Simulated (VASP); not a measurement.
Na, 1 atom in the cell. Symmetry: Im-3m, No. 229, cubic system. The conventional cell has a = 4.169 Å, b = 4.169 Å, c = 4.169 Å, α = 90.00°, β = 90.00°, γ = 90.00°. Within 4.7 Å of Na (site symmetry m-3m) lie 14 Na at 3.61 to 4.17 Å. 

| Property | Result |
| --- | --- |
| Program | VASP 6.6.1 |
| Task | single point |
| Functional | PBEsol |
| Potentials or basis | VASP PAW PBE potentials, release 64 (Na_pv) |
| Cutoff | 520 eV |
| k mesh | 7 × 7 × 7 |
| Occupations | methfessel-paxton, width 0.05 eV |
| Spin | no spin polarisation |
| Dipole correction | no |
| Further INCAR settings | ALGO = Normal; EDIFF = 1e-06; NBANDS = 10 |

Potentials or basis: VASP PAW PBE potentials, release 64 (Na_pv).

Launch:

```bash
$ cat potpaw_PBE.64/Na_pv/POTCAR > POTCAR
$ mpirun -np 1 vasp_std > vasp.out
```

Hardware: 1 thread of Intel Xeon 8259CL, on a shared host.

How long does it take, and how much memory?

It took 6.8 s on 1 thread of Intel Xeon 8259CL (shared host), peak memory 0.14 GiB. Counts: scf iterations 9, k points 20.
